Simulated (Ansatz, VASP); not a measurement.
**One calculation of BeS, two programs**

The input INCAR:

```
PREC     = Accurate       # precision mode
ENCUT    = 600            # plane-wave cutoff, eV
EDIFF    = 1E-6           # SCF threshold, eV
ISMEAR   = 0              # smearing method
SIGMA    = 0.01           # smearing width, eV
LREAL    = F              # projectors in reciprocal space
LASPH    = T              # aspherical terms in the spheres
NELM     = 120            # most SCF steps
ALGO     = Normal         # electronic algorithm
ISIF     = 2              # what is computed and relaxed
LWAVE    = F              # write WAVECAR
LCHARG   = T              # write CHGCAR
LELF     = T              # ELF
LVHAR    = T            
NBANDS   = 11             # bands
GGA_COMPAT= F
```

KPOINTS

```
regular mesh
0
Gamma
  8 8 8
```

POSCAR

```
BeS
1.0
    0.0000000000      2.4343066359      2.4343066359
    2.4343066359      0.0000000000      2.4343066359
    2.4343066359      2.4343066359      0.0000000000
Be S
1 1
Direct
    0.0000000000      0.0000000000      0.0000000000
    0.2500000000      0.2500000000      0.2500000000
```

Input for Ansatz:

```yaml
crystal:
  lattice:
    - [0.0, 2.4343066359, 2.4343066359]
    - [2.4343066359, 0.0, 2.4343066359]
    - [2.4343066359, 2.4343066359, 0.0]
  atoms:
    - { symbol: Be, position: [0.0, 0.0, 0.0] }
    - { symbol: S, position: [0.25, 0.25, 0.25] }
kpoints:
  mp_grid: { grid: [8, 8, 8] }
hamiltonian:
  xc: lda
scf:
  occupations: { method: fixed }
output:
  optics:
    e_range: [0.5, 15]
    de: 0.1
    sigma: 0.03
    scissors: 0
    scheme: gaussian
    bands: auto
```

Alike in both runs: task single point; functional LDA; k mesh 8 × 8 × 8; no spin polarisation.

```csv
,VASP,Ansatz
version,VASP 6.6.1,Ansatz 0.2.0
potentials or method,"VASP PAW LDA potentials, release 64 (Be, S)","plane waves, PAW"
plane-wave cutoff (eV),600,420
occupations,"gaussian, width 0.01 eV",fixed
valence electrons in the cell,8,8
```

VASP gave:

| Quantity | Value |
| --- | --- |
| gap on the k mesh at the Fermi level (eV) | 2.93 |

Question: What did Ansatz give for the same quantities?

Answer: gap on the k mesh at the Fermi level (eV): 2.92.

LDA's correlation is that of Perdew and Zunger in VASP and of Perdew and Wang (1992) in Ansatz.
